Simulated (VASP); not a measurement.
Wanted: the native input for a VASP 6.6.1 run.

* Task: single point
* Functional: r2SCAN
* Potentials or basis: VASP PAW PBE potentials, release 64 (Ru_pv)
* Cutoff: 550 eV
* k mesh: 24 × 24 × 12
* Occupations: gaussian, width 0.1 eV
* Spin: no spin polarisation
* Dipole correction: no
* Further INCAR settings: ALGO = Normal; EDIFF = 1e-06; NBANDS = 21

The system is Ru.

```xyz
2
Lattice="2.7025 0.0000 0.0000 -1.3512 2.3404 0.0000 0.0000 0.0000 4.1379" Properties=species:S:1:pos:R:3 pbc="T T T"
Ru    0.0000    1.5603    1.0345
Ru    1.3512    0.7801    3.1034
```

This cell differs from its parent crystal: strain along c alone, the other axes held: -3.0 %.

These files were run (other wordings do the same):

POSCAR

```
Ru
1.0
    2.7024647927      0.0000000000      0.0000000000
   -1.3512323964      2.3404031633      0.0000000000
    0.0000000000      0.0000000000      4.1378638442
Ru
2
Direct
    0.3333333333      0.6666666667      0.2500000000
    0.6666666667      0.3333333333      0.7500000000
```

INCAR.step1

```
SYSTEM = Ru
  PREC = Accurate
  ENCUT = 550
  ISMEAR = 0
  SIGMA = 0.1
  LREAL = .FALSE.
  LASPH = .TRUE.
  NELM = 120
  NBANDS = 21
  GGA = PE
  ALGO = Normal
  EDIFF = 1E-5
  LWAVE = .TRUE.
  LCHARG = .FALSE.
  GGA_COMPAT = .FALSE.
```

INCAR.step2

```
SYSTEM = Ru
  PREC = Accurate
  ENCUT = 550
  EDIFF = 1E-6
  ISMEAR = 0
  SIGMA = 0.1
  LREAL = .FALSE.
  LASPH = .TRUE.
  NELM = 120
  ALGO = Normal
  ISIF = 2
  LWAVE = .FALSE.
  LCHARG = .TRUE.
  METAGGA = R2SCAN
  LMIXTAU = .TRUE.
  LELF = .TRUE.
  LVHAR = .TRUE.
  NBANDS = 21
  ISTART = 1
  GGA_COMPAT = .FALSE.
```

KPOINTS

```
Automatic mesh
0
G
  24 24 12
  0 0 0
```

Potentials or basis: VASP PAW PBE potentials, release 64 (Ru_pv).

Run with:

```console
$ cat potpaw_PBE.64/Ru_pv/POTCAR > POTCAR
$ cp INCAR.step1 INCAR
$ mpirun -np 1 vasp_std > vasp.out
$ cp INCAR.step2 INCAR
$ mpirun -np 1 vasp_std > vasp.out
```

Results of the run:

```
Pressure               : 13.8 GPa
Band gap on the k mesh : zero (bands 14 and 15 overlap by 3.52 eV)
```

Caveat: the cell differs from its parent crystal (strain along c alone, the other axes held: -3.0 %); the stress differs along the axes, from 9 to 24 GPa; the PAW data sets were made with another functional, which shifts forces and pressure a little.

It took 5.8 min on 1 thread of AMD EPYC 9R45 96-Core Processor (Zen 5), on a shared host, peak memory 0.28 GiB.
